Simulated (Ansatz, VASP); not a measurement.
MoS2: VASP beside Ansatz

Contents of INCAR:

```
SYSTEM = MoS2
  ALGO = Normal
  EDIFF = 1E-8
  ENCUT = 520
  GGA = PS
  ISIF = 2
  ISMEAR = -1
  LASPH = .TRUE.
  LCHARG = .FALSE.
  LEFG = .TRUE.
  LREAL = .FALSE.
  LWAVE = .FALSE.
  NBANDS = 20
  NELM = 60
  PREC = Accurate
  SIGMA = 0.05
```

Contents of KPOINTS:

```
k-points
0
G
  13 13 13
  0 0 0
```

Contents of POSCAR:

```
MoS2
1.0
    1.5815003568      0.9130796567      6.3070299000
   -1.5815003568      0.9130796567      6.3070299000
    0.0000000000     -1.8261593134      6.3070299000
Mo S
1 2
Direct
    0.0000000000      0.0000000000      0.0000000000
    0.7484000000      0.7484000000      0.7484000000
    0.5849000000      0.5849000000      0.5849000000
```

Input for Ansatz:

```yaml
crystal:
  lattice:
    - [1.5815003568, 0.9130796567, 6.3070299]
    - [-1.5815003568, 0.9130796567, 6.3070299]
    - [0.0, -1.8261593134, 6.3070299]
  atoms:
    - { symbol: Mo, position: [0.0, 0.0, 0.0] }
    - { symbol: S, position: [0.7484, 0.7484, 0.7484] }
    - { symbol: S, position: [0.5849, 0.5849, 0.5849] }
kpoints:
  mp_grid: { grid: [13, 13, 13] }
scf:
  occupations: { method: fermi_dirac, width: 0.05 }
hamiltonian:
  xc: pbesol
  pseudopotentials: { kind: paw }
output:
  forces: true
  stress: true
  eigenvalues: true
  efg: { contact_densities: true }
  write_density: true
  write_potential: true
  elf: true
  volumetric_format: npy
```

Change from the starting cell: zz strain of +3 %, PAW files.

Alike in both runs: task electric field gradients; functional PBEsol; k mesh 13 × 13 × 13; occupations fermi-dirac, width 0.05 eV; no spin polarisation.

```csv
,VASP,Ansatz
version,VASP 6.6.1,Ansatz 0.2.0
potentials or method,"VASP PAW PBE potentials, release 64 (Mo_sv, S)","PAW with Ansatz's default frozen-core files, scalar-relativistic"
plane-wave cutoff (eV),520,420
valence electrons in the cell,26,26
```

```tsv
	VASP	Ansatz	Ansatz less VASP
pressure (GPa)	-0.8	-0.7	+0.02
traceless stress, the component that is largest in VASP (GPa)	1.41	1.43	+0.018
rms of the force components (eV/Å)	0.044	0.044	-0.0004
size of Vzz on the site where it differs most (V/Å²)	81.8	78.2	-3.66
```

VASP's potentials were made for PBE, not for PBEsol. Atom by atom the forces differ by 0.000 eV/Å (rms over components). The functional is the same, so the differences come from potentials, cutoffs and numerics.
